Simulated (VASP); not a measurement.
A run of VASP 6.6.1:

Contents of INCAR:

```
PREC = Accurate
ENCUT = 520
EDIFF = 1E-6
ISMEAR = 0
SIGMA = 0.15
LREAL = F
LASPH = T
NELM = 100
ALGO = Normal
ISIF = 2
LWAVE = F
LCHARG = F
GGA = PS
NBANDS = 43
```

KPOINTS

```
regular mesh
0
Gamma
  12 12 6
```

The input POSCAR:

```
Si2Mo
1.0
    4.5744403909      0.0000000000      0.0000000000
   -2.2872201955      3.9615815866      0.0000000000
    0.0000000000      0.0000000000      6.5665572496
Si Mo
6 3
Direct
    0.1641680652      0.8358319348      0.8333333333
    0.3283361304      0.1641680652      0.1666666667
    0.8358319348      0.6716638696      0.5000000000
    0.8358319348      0.1641680652      0.8333333333
    0.6716638696      0.8358319348      0.1666666667
    0.1641680652      0.3283361304      0.5000000000
    0.5000000000      0.0000000000      0.5000000000
    0.0000000000      0.5000000000      0.1666666667
    0.5000000000      0.5000000000      0.8333333333
```

Potentials or basis: VASP PAW PBE potentials, release 64 (Si, Mo_sv).

Command:

```bash
$ cat potpaw_PBE.64/Si/POTCAR potpaw_PBE.64/Mo_sv/POTCAR > POTCAR
$ mpirun -np 1 vasp_std > vasp.out
```

Hardware: 1 thread of Oxide Virtual Turin-like Processor (shared host).

Problem. Estimate the wall time of this run.

Solution. Run time: 6.9 min on 1 thread of Oxide Virtual Turin-like Processor, with other jobs on the host, peak memory 0.4 GiB. Counts: scf iterations 13, k points 76.
